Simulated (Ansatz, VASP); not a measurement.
**ZnS in VASP and in Ansatz**

File POSCAR:

```
ZnS
1.0
    3.6944748077      0.0000000000      0.0000000000
   -1.8472374039      3.1995090372      0.0000000000
    0.0000000000      0.0000000000     12.4664651431
Zn S
4 4
Direct
    0.0000000000      0.0000000000      0.0001143924
    0.0000000000      0.0000000000      0.5001143924
    0.3333333333      0.6666666667      0.2500706174
    0.6666666667      0.3333333333      0.7500706174
    0.0000000000      0.0000000000      0.1872361436
    0.0000000000      0.0000000000      0.6872361436
    0.3333333333      0.6666666667      0.4375788466
    0.6666666667      0.3333333333      0.9375788466
```

INCAR.step1

```
PREC = Accurate
ENCUT = 520
ISMEAR = 0
SIGMA = 0.05
LREAL = False
LASPH = True
NELM = 80
NBANDS = 46
GGA = PE
ALGO = Normal
EDIFF = 1E-4
LWAVE = True
LCHARG = False
```

Contents of INCAR.step2:

```
PREC = Accurate
ENCUT = 520
EDIFF = 1E-7
ISMEAR = 0
SIGMA = 0.05
LREAL = False
LASPH = True
NELM = 80
ALGO = Normal
ISIF = 2
LWAVE = False
LCHARG = False
METAGGA = R2SCAN
LMIXTAU = True
NBANDS = 46
ISTART = 1
```

The input KPOINTS:

```
Automatic mesh
0
Gamma
  6 6 2
```

Input for Ansatz:

```yaml
crystal:
  lattice:
    - [3.6944748077, 0.0, 0.0]
    - [-1.8472374039, 3.1995090372, 0.0]
    - [0.0, 0.0, 12.4664651431]
  atoms:
    - { symbol: Zn, position: [0.0, 0.0, 0.0001143924] }
    - { symbol: Zn, position: [0.0, 0.0, 0.5001143924] }
    - { symbol: Zn, position: [0.3333333333, 0.6666666667, 0.2500706174] }
    - { symbol: Zn, position: [0.6666666667, 0.3333333333, 0.7500706174] }
    - { symbol: S, position: [0.0, 0.0, 0.1872361436] }
    - { symbol: S, position: [0.0, 0.0, 0.6872361436] }
    - { symbol: S, position: [0.3333333333, 0.6666666667, 0.4375788466] }
    - { symbol: S, position: [0.6666666667, 0.3333333333, 0.9375788466] }
basis:
  ecutwfc: 500
kpoints:
  mp_grid: { grid: [6, 6, 2] }
hamiltonian:
  xc: r2scan
scf:
  occupations: { method: gaussian, width: 0.05 }
output:
  forces: true
  stress: true
  eigenvalues: true
```

Change from the starting cell: strain -0.030 along x and y, +0.000 along z, atoms carried along.

Alike in both runs: task single point; functional r2SCAN; k mesh 6 × 6 × 2; occupations gaussian, width 0.05 eV; no spin polarisation.

|  | VASP | Ansatz |
| --- | --- | --- |
| version | VASP 6.6.1 | Ansatz 0.2.0 |
| potentials or method | VASP PAW PBE potentials, release 64 (Zn, S), cutoff 520 eV | scalar-relativistic, plane waves, PAW |
| valence electrons in the cell | 72 | 72 |

|  | VASP | Ansatz | Ansatz less VASP |
| --- | --- | --- | --- |
| gap on the k mesh at the Fermi level (eV) | 2.96 | 2.94 | -0.015 |
| least direct gap on the mesh (eV) | 2.96 | 2.94 | -0.015 |
| pressure (GPa) | 5.6 | 5.6 | -0.05 |
| traceless stress, the component that is largest in VASP (GPa) | -3.55 | -3.52 | +0.022 |
| rms of the force components (eV/Å) | 0.151 | 0.152 | +0.0015 |

VASP's potentials were made for PBE, not for r2SCAN. Atom by atom the forces differ by 0.005 eV/Å (rms over components). The functional is the same, so the differences come from potentials, cutoffs and numerics.
